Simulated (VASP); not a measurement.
# Si33C32 (a cell with a defect): single point with PBEsol

Si33C32 (a cell with a defect):

```
CELL_PARAMETERS angstrom
8.71371 0.00000 0.00000
0.00000 8.71371 0.00000
0.00000 0.00000 8.71371
ATOMIC_POSITIONS crystal
Si 0.00078 0.00081 0.99999
Si 0.00041 0.00043 0.49782
Si 0.00082 0.50023 0.00171
Si 0.00142 0.50081 0.49570
Si 0.50021 0.00084 0.00171
Si 0.50079 0.00144 0.49570
Si 0.50065 0.50070 0.02095
Si 0.50475 0.50478 0.47438
Si 0.24833 0.24835 0.00072
Si 0.24767 0.24768 0.49713
Si 0.24485 0.75148 0.00092
Si 0.24833 0.75127 0.49781
Si 0.75147 0.24487 0.00093
Si 0.75125 0.24835 0.49780
Si 0.75045 0.75047 0.99992
Si 0.75146 0.75149 0.49432
Si 0.24836 0.00043 0.24988
Si 0.24623 0.00143 0.75026
Si 0.24624 0.50081 0.25088
Si 0.22496 0.50467 0.75412
Si 0.75052 0.00081 0.25026
Si 0.75225 0.00085 0.74968
Si 0.75224 0.50024 0.25029
Si 0.77152 0.50068 0.75014
Si 0.00041 0.24839 0.24987
Si 0.00142 0.24624 0.75026
Si 0.00078 0.75055 0.25025
Si 0.00082 0.75226 0.74967
Si 0.50079 0.24625 0.25088
Si 0.50476 0.22493 0.75424
Si 0.50021 0.75226 0.25029
Si 0.50065 0.77153 0.75016
Si 0.50029 0.50030 0.74972
C 0.12519 0.12522 0.12540
C 0.12600 0.12601 0.62481
C 0.12526 0.62482 0.12502
C 0.12209 0.62843 0.62177
C 0.62480 0.12528 0.12503
C 0.62841 0.12211 0.62176
C 0.62767 0.62769 0.12810
C 0.62220 0.62218 0.62703
C 0.37331 0.37333 0.12882
C 0.37962 0.37965 0.62910
C 0.37518 0.87423 0.12368
C 0.37331 0.87938 0.62278
C 0.87421 0.37521 0.12368
C 0.87937 0.37332 0.62277
C 0.87540 0.87543 0.12487
C 0.87421 0.87424 0.62465
C 0.37534 0.12602 0.37546
C 0.37228 0.12210 0.87789
C 0.37229 0.62844 0.37155
C 0.37758 0.62217 0.87164
C 0.87594 0.12522 0.37467
C 0.87556 0.12528 0.87427
C 0.87556 0.62482 0.37473
C 0.87864 0.62769 0.87714
C 0.12600 0.37536 0.37546
C 0.12209 0.37232 0.87788
C 0.12520 0.87594 0.37467
C 0.12525 0.87557 0.87427
C 0.62841 0.37231 0.37155
C 0.62218 0.37759 0.87164
C 0.62480 0.87558 0.37472
C 0.62768 0.87866 0.87714
```

```
Program             : VASP 6.6.1
Task                : single point
Functional          : PBEsol
Potentials or basis : VASP PAW PBE potentials, release 64 (Si, C)
Cutoff              : 520 eV
k mesh              : 1 × 1 × 1, shifted
Occupations         : fermi-dirac, width 0.05 eV
Spin                : no spin polarisation
```

| Property | Result |
| --- | --- |
| Largest force | 0.380 eV/Å |

Forces in eV/Å, atoms in the order of the input:
```
Si  -0.043 -0.044  0.185
Si   0.006  0.006  0.173
Si  -0.117 -0.018  0.159
Si  -0.034 -0.007  0.180
Si  -0.018 -0.118  0.160
Si  -0.008 -0.034  0.181
Si   0.023  0.018  0.201
Si  -0.195 -0.196  0.260
Si   0.106  0.106  0.120
Si   0.095  0.096  0.100
Si   0.288  0.165  0.165
Si   0.106  0.120  0.107
Si   0.165  0.286  0.165
Si   0.120  0.108  0.107
Si   0.082  0.083  0.083
Si   0.164  0.164  0.286
Si   0.168  0.006  0.006
Si   0.178 -0.034 -0.008
Si   0.178 -0.009 -0.033
Si   0.257 -0.188 -0.187
Si   0.185 -0.042 -0.042
Si   0.162 -0.117 -0.018
Si   0.163 -0.019 -0.116
Si   0.199  0.021  0.021
Si   0.008  0.166  0.007
Si  -0.034  0.178 -0.008
Si  -0.041  0.185 -0.041
Si  -0.116  0.163 -0.017
Si  -0.008  0.179 -0.034
Si  -0.196  0.260 -0.196
Si  -0.018  0.163 -0.116
Si   0.024  0.198  0.019
Si  -0.079 -0.083 -0.079
C   -0.045 -0.046 -0.091
C   -0.052 -0.052 -0.074
C   -0.031 -0.079 -0.112
C   -0.055 -0.045 -0.078
C   -0.079 -0.030 -0.113
C   -0.045 -0.057 -0.076
C   -0.053 -0.051 -0.037
C    0.010  0.014 -0.014
C   -0.050 -0.049 -0.093
C   -0.060 -0.064 -0.069
C   -0.088 -0.025 -0.018
C   -0.060 -0.092 -0.051
C   -0.025 -0.087 -0.019
C   -0.093 -0.059 -0.051
C   -0.031 -0.031 -0.028
C   -0.024 -0.024 -0.078
C   -0.080 -0.054 -0.059
C   -0.075 -0.053 -0.051
C   -0.081 -0.048 -0.056
C   -0.027  0.013  0.006
C   -0.097 -0.047 -0.053
C   -0.117 -0.032 -0.083
C   -0.116 -0.080 -0.038
C   -0.043 -0.054 -0.060
C   -0.053 -0.081 -0.059
C   -0.053 -0.077 -0.051
C   -0.046 -0.096 -0.052
C   -0.033 -0.116 -0.083
C   -0.046 -0.081 -0.056
C    0.012 -0.022  0.009
C   -0.080 -0.116 -0.038
C   -0.054 -0.043 -0.059
```

Levels at points of the mesh, in eV from the Fermi level:
| k point | band 126 | band 127 | band 128 | band 129 | band 130 | band 131 | band 132 | band 133 |
| --- | --- | --- | --- | --- | --- | --- | --- | --- |
| (0.25, 0.25, 0.25) | -2.45 | -2.13 | -2.13 | -0.14 | 0.13 | 0.13 | 1.37 | 1.37 |

Run time: 27 min on 1 thread of AMD EPYC 7R43 64-Core Processor (Zen 3) (shared host), peak memory 0.77 GiB.

Caveat: the k points lie up to 0.72 Å⁻¹ apart; the cell carries a net charge on a neutralising background, which shifts energy and pressure; the cell is charged against a uniform background, so pressure and absolute levels hang on convention; the PAW data sets were made with another functional, which shifts forces and pressure a little.
